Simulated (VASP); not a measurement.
# WSe2 (P1) in VASP: single point with PBE+D3(BJ)

Aim: the single point of WSe2 with PBE+D3(BJ).

All numbers are computed with VASP 6.6.1; they aren't measurements. Logs are shortened: lines on timing, memory, paths and dates and some standing lists are left out, and cuts for length are marked.

### Step 1. The cell of the first run

The typed cell holds 6 atoms: a = 3.279 Å, b = 3.279 Å, c = 14.086 Å, α = 84.43°, β = 85.55°, γ = 60.00°.

### Step 2. Single point, PBE+D3(BJ)

INCAR reads:

```
SYSTEM = WSe2
ALGO = Normal ; EDIFF = 1E-7
ENCUT = 520 ; GGA = PE
ISIF = 2 ; ISMEAR = 0
IVDW = 12 ; LASPH = .True.
LCHARG = .True. ; LELF = .True.
LREAL = .False. ; LVHAR = .True.
LWAVE = .False. ; NBANDS = 35
NELM = 100 ; PREC = Accurate
SIGMA = 0.05
```

KPOINTS reads:

```
k-points
0
Gamma
  9 9 2
  0 0 0
```

POSCAR reads:

```
WSe2
1.0
   -3.2789854852      0.0000000000      0.0000000000
   -1.6394927426     -2.8396847288      0.0000000000
   -1.0929951617     -0.9465615763     14.0112373504
W Se
2 4
Direct
   -0.1250000000     -0.2500000000      0.7500000000
   -0.0416666667     -0.0833333333      0.2500000000
    0.1882872623      0.0432411913      0.8702764262
    0.2716205956      0.2099078579      0.3702764262
    0.3117127377      0.2900921421      0.1297235738
    0.2283794044      0.1234254754      0.6297235738
```

Potentials or basis: VASP PAW PBE potentials, release 64 (W_sv, Se).

Started as:

```sh
> cat potpaw_PBE.64/W_sv/POTCAR potpaw_PBE.64/Se/POTCAR > POTCAR
> mpirun -np 1 vasp_std > vasp.out
```

OUTCAR:

```text
SYSTEM = WSe2
   EDIFF = 1E-7
   ENCUT = 520
   GGA = PE
   ISIF = 2
   ISMEAR = 0
   IVDW = 12
   LASPH = .True.
   LREAL = .False.
   NELM = 100
   PREC = Accurate
 IVDW          = 12

 ion  position               nearest neighbor table
   1  0.875  0.750  0.750-   3 2.53   6 2.53   6 2.53   3 2.53   3 2.53   6 2.53
   2  0.958  0.917  0.250-   4 2.53   5 2.53   5 2.53   4 2.53   5 2.53   4 2.53
   3  0.188  0.043  0.870-   1 2.53   1 2.53   1 2.53
   4  0.272  0.210  0.370-   2 2.53   2 2.53   2 2.53
   5  0.312  0.290  0.130-   2 2.53   2 2.53   2 2.53
   6  0.228  0.123  0.630-   1 2.53   1 2.53   1 2.53

  LATTYP: Found a triclinic cell.
 ALAT       =     3.2789854852
 B/A-ratio  =     1.0000000000
 C/A-ratio  =     4.3916570654
 COS(alpha) =     0.0189753736
 COS(beta)  =     0.2087291091
 COS(gamma) =     0.5000000000

  Lattice vectors:

 A1 = (   1.6394927426,  -2.8396847288,   0.0000000000)
 A2 = (  -1.6394927426,  -2.8396847288,   0.0000000000)
 A3 = (   2.7324879043,  -1.8931231525, -14.0112373504)

Analysis of symmetry for initial positions (statically):
=====================================================================
 Subroutine PRICEL returns:
 Original cell was already a primitive cell.

 Routine SETGRP: Setting up the symmetry group for a
 triclinic supercell.

 Subroutine GETGRP returns: Found  1 space group operations
 (whereof  1 operations were pure point group operations)
 out of a pool of  2 trial point group operations.

The static configuration has the point symmetry C_1 .

Analysis of symmetry for dynamics (positions and initial velocities):
=====================================================================
 Subroutine PRICEL returns:
 Original cell was already a primitive cell.

 Routine SETGRP: Setting up the symmetry group for a
 triclinic supercell.

 Subroutine GETGRP returns: Found  1 space group operations
 (whereof  1 operations were pure point group operations)
 out of a pool of  2 trial point group operations.

The dynamic configuration has the point symmetry C_1 .

 Subroutine INISYM returns: Found  1 space group operations
 (whereof  1 operations are pure point group operations),
 and found     1 'primitive' translations

----------------------------------------------------------------------------------------

                                     Primitive cell

  volume of cell :     130.4626

  direct lattice vectors                    reciprocal lattice vectors
    -3.278985485  0.000000000  0.000000000    -0.304972378  0.176075884 -0.011895214
    -1.639492743 -2.839684729  0.000000000     0.000000000 -0.352151769 -0.023790428
    -1.092995162 -0.946561576 14.011237350     0.000000000  0.000000000  0.071371284

  length of vectors
     3.278985485  3.278985485 14.085644796     0.352352614  0.352954463  0.071371284

  position of ions in fractional coordinates (direct lattice)
     0.875000000  0.750000000  0.750000000
     0.958333333  0.916666667  0.250000000
     0.188287262  0.043241191  0.870276426
     0.271620596  0.209907858  0.370276426
     0.311712738  0.290092142  0.129723574
     0.228379404  0.123425475  0.629723574

  ion indices of the primitive-cell ions
   primitive index   ion index
                 1           1
                 2           2
                 3           3
                 4           4
                 5           5
                 6           6

----------------------------------------------------------------------------------------

 KPOINTS: k-points

Automatic generation of k-mesh.
 Grid dimensions read from file:
 generate k-points for:    9    9    2

 Generating k-lattice:

  Cartesian coordinates                     Fractional coordinates (reciprocal lattice)
    -0.033885820  0.019563987 -0.001321690     0.111111111  0.000000000  0.000000000
     0.000000000 -0.039127974 -0.002643381     0.000000000  0.111111111  0.000000000
     0.000000000  0.000000000  0.035685642     0.000000000  0.000000000  0.500000000

  Length of vectors
     0.039150290  0.039217163  0.035685642

  Shift w.r.t. Gamma in fractional coordinates (k-lattice)
     0.000000000  0.000000000  0.000000000

 Subroutine IBZKPT returns following result:
 ===========================================

 Found     82 irreducible k-points:

 Following reciprocal coordinates:
            Coordinates               Weight
  0.000000  0.000000  0.000000      1.000000
  0.111111  0.000000 -0.000000      2.000000
  0.222222  0.000000 -0.000000      2.000000
  0.333333  0.000000 -0.000000      2.000000
  0.444444  0.000000 -0.000000      2.000000
  0.000000  0.111111 -0.000000      2.000000
[... 16 lines left out ...]
 -0.111111  0.222222  0.000000      2.000000
  0.000000  0.333333 -0.000000      2.000000
 [... further k-points ...]
   k-points           NKPTS =     82   k-points in BZ     NKDIM =     82   number of bands    NBANDS=     35
   number of dos      NEDOS =    301   number of ions     NIONS =      6
   total plane-waves  NPLWV =  62208
   dimension x,y,z NGX =    24 NGY =   24 NGZ =  108
   dimension x,y,z NGXF=    48 NGYF=   48 NGZF=  216
   ions per type =               2   4
   NGX,Y,Z   is equivalent  to a cutoff of  12.17, 12.17, 12.75 a.u.
   NGXF,Y,Z  is equivalent  to a cutoff of  24.34, 24.34, 25.49 a.u.
 SYSTEM =  WSe2
   PREC   = accura    normal or accurate (medium, high low for compatibility)
   ISTART =      0    job   : 0-new  1-cont  2-samecut
   ICHARG =      2    charge: 1-file 2-atom 10-const
   ISPIN  =      1    spin polarized calculation?
   LNONCOLLINEAR =      F non collinear calculations
   LSORBIT =      F    spin-orbit coupling
   LASPH  =      T    aspherical Exc in radial PAW
   ENCUT  =  520.0 eV  38.22 Ry    6.18 a.u.   6.10  6.10 26.19*2*pi/ulx,y,z
   NELM   =    100;   NELMIN=  2; NELMDL= -5     # of ELM steps
   EDIFF  = 0.1E-06   stopping-criterion for ELM
   LREAL  =      F    real-space projection
   EDIFFG = 0.1E-05   stopping-criterion for IOM
   NSW    =      0    number of steps for IOM
   IBRION =     -1    ionic relax: 0-MD 1-quasi-New 2-CG
   NFREE  =      0    steps in history (QN), initial steepest desc. (CG)
   ISIF   =      2    stress and relaxation
   ISYM   =      2    0-nonsym 1-usesym 2-fastsym
   POTIM  = 0.5000    time-step for ionic-motion
   TEBEG  =    0.0;   TEEND  =   0.0 temperature during run
   PSTRESS=    0.0 pullay stress
   NELECT =      52.0000    total number of electrons
   NUPDOWN=      -1.0000    fix difference up-down
   EMIN   =  10.00;   EMAX   =-10.00  energy-range for DOS
   EFERMI =   0.00;   METHOD = LEGACY
   ISMEAR =     0;   SIGMA  =   0.05  broadening in eV -4-tet -1-fermi 0-gaus
   EFERMI_NEDOS =   21; number of points for ismear=-14 and -15
   IALGO  =     38    algorithm
   IMIX   =      4    mixing-type and parameters
     AMIX     =   0.40;   BMIX     =  1.00
     AMIX_MAG =   1.60;   BMIX_MAG =  1.00
  volume/ion in A,a.u.               =      21.74       146.73
  Fermi-wavevector in a.u.,A,eV,Ry     =   1.204797  2.276736 19.749347  1.451536
  Thomas-Fermi vector in A             =   2.340512
   LORBIT       =      0    0 simple, 1 ext, 2 COOP (PROOUT), +10 PAW based schemes
   GGA     = PE    functional components
   LHFCALC =     F    Hartree Fock is set to
   AEXX    =    0.0000 exact exchange contribution
   IVDW    =    12    specifies the selected vdW correction
   LEPSILON=     F    determine dielectric tensor
   LRPA    =     F    only Hartree local field effects (RPA)
 non-spin polarized calculation
 Gauss-broadening in eV      SIGMA  =   0.05
  energy-cutoff  :      520.00
  volume of cell :      130.46
 maximum number of plane-waves:      3550
   NGX = 13   NGY = 13   NGZ = 53

 number of electron      52.0000003 magnetization

 Free energy of the ion-electron system (eV)
  ---------------------------------------------------
  ext. energy  EPLUGINS =         0.00000000
  ---------------------------------------------------
  free energy    TOTEN  =       -43.15179650 eV

  energy without entropy =      -43.15179650  energy(sigma->0) =      -43.15179650

 E-fermi :   5.5659     XC(G=0): -10.2371

 val. band max:        5.2707541269   @ k =   0.0000   0.0000   0.0000
 cond. band min:       6.6411545015   @ k =  -0.2222   0.1111   0.0000
 fundamental gap:      1.3704003747
 Fermi energy:         5.5658927711

 k-point     1 :       0.0000    0.0000    0.0000
  band No.  band energies     occupation
      1     -68.8026      2.00000
      2     -68.7970      2.00000
      3     -33.0555      2.00000
      4     -33.0496      2.00000
      5     -32.9130      2.00000
      6     -32.9126      2.00000
[... 27 lines left out ...]
     34       8.4250      0.00000
     35       9.9007      0.00000

 k-point     2 :       0.1111    0.0000   -0.0000
  band No.  band energies     occupation
      1     -68.8014      2.00000
      2     -68.7958      2.00000
      3     -33.0501      2.00000
      4     -33.0442      2.00000
      5     -32.9411      2.00000
      6     -32.9358      2.00000
[... 27 lines left out ...]
     34       8.5494      0.00000
     35      10.7919      0.00000

 k-point     3 :       0.2222    0.0000   -0.0000
  band No.  band energies     occupation
      1     -68.7982      2.00000
      2     -68.7926      2.00000
      3     -33.0364      2.00000
      4     -33.0305      2.00000
      5     -33.0124      2.00000
      6     -33.0070      2.00000
[... 27 lines left out ...]
     34       9.1008      0.00000
     35      11.4351      0.00000
[... 723 lines left out ...]
 k-point    23 :      -0.1111    0.2222    0.0000
  band No.  band energies     occupation
      1     -68.7957      2.00000
      2     -68.7901      2.00000
      3     -33.0582      2.00000
      4     -33.0529      2.00000
      5     -33.0259      2.00000
      6     -33.0200      2.00000
[... 27 lines left out ...]
     34       9.6318      0.00000
     35      11.9068      0.00000

 k-point    24 :       0.0000    0.3333   -0.0000
  band No.  band energies     occupation
      1     -68.7945      2.00000
      2     -68.7890      2.00000
      3     -33.0924      2.00000
      4     -33.0871      2.00000
      5     -33.0208      2.00000
      6     -33.0149      2.00000
[... 27 lines left out ...]
     34       9.5039      0.00000
     35      11.0091      0.00000

 [... further k-points ...]

------------------------ aborting loop because EDIFF is reached ----------------------------------------

 Edisp (eV)   -2.59338

 E8    (eV) :    -1.1568

  FORCE on cell =-STRESS in cart. coord.  units (eV):
  Direction    XX          YY          ZZ          XY          YZ          ZX
  --------------------------------------------------------------------------------------
  -------------------------------------------------------------------------------------
  Total       0.21458     0.22406    -0.26048     0.02906    -0.04133    -0.07091
  in kB       2.63515     2.75162    -3.19891     0.35693    -0.50756    -0.87079
  external pressure =        0.73 kB  Pullay stress =        0.00 kB

 VOLUME and BASIS-vectors are now :
 -----------------------------------------------------------------------------
  energy-cutoff  :      520.00
  volume of cell :      130.46
      direct lattice vectors                 reciprocal lattice vectors
    -3.278985485  0.000000000  0.000000000    -0.304972378  0.176075884 -0.011895214
    -1.639492743 -2.839684729  0.000000000     0.000000000 -0.352151769 -0.023790428
    -1.092995162 -0.946561576 14.011237350     0.000000000  0.000000000  0.071371284

 POSITION                                       TOTAL-FORCE (eV/Angst)
 -----------------------------------------------------------------------------------
     -4.91848     -2.83968     10.50843         0.004033      0.001847      0.025656
     -4.91848     -2.83968      3.50281        -0.003342     -0.002291     -0.021674
     -1.63949     -0.94656     12.19365         0.011781      0.008053      0.151498
     -1.63949     -0.94656      5.18803         0.001012      0.000106      0.045312
     -1.63949     -0.94656      1.81759        -0.014020     -0.007343     -0.154235
     -1.63949     -0.94656      8.82321         0.000536     -0.000372     -0.046556
 -----------------------------------------------------------------------------------
    total drift:                                0.000531      0.000377      0.000116

  FREE ENERGIE OF THE ION-ELECTRON SYSTEM (eV)
  ---------------------------------------------------
  free  energy   TOTEN  =       -45.7451774791 eV

  energy  without entropy=      -45.7451774791  energy(sigma->0) =      -45.74517748
```

Wall time 5.4 min (1 thread of Intel Xeon Platinum 8488C (Sapphire Rapids), shared host); peak memory 0.45 GiB.

What came out:

```
Free energy                : -45.7452 eV
Pressure                   : 0.1 GPa
Largest force              : 0.155 eV/Å
Band gap on the k mesh     : 1.37 eV (least direct gap 1.65 eV)
Dispersion energy per atom : -0.432 eV
```

Forces in eV/Å, atoms in the order of the input:
```
W    0.004  0.002  0.026
W   -0.003 -0.002 -0.022
Se   0.012  0.008  0.151
Se   0.001  0.000  0.045
Se  -0.014 -0.007 -0.154
Se   0.001  0.000 -0.047
```

Levels at points of the mesh, in eV from the valence-band top:
```tsv
k point	band 24	band 25	band 26	band 27	band 28	band 29
(0.00, 0.00, 0.00)	-1.20	-0.87	0.00	2.93	2.94	2.96
(0.00, 0.00, 0.50)	-1.19	-0.28	-0.23	2.92	2.93	2.98
```

Caveat: spin-orbit coupling is left out, which moves the levels of the heavy elements; an odd mesh through Γ misses points on the zone boundary, where band edges can lie.
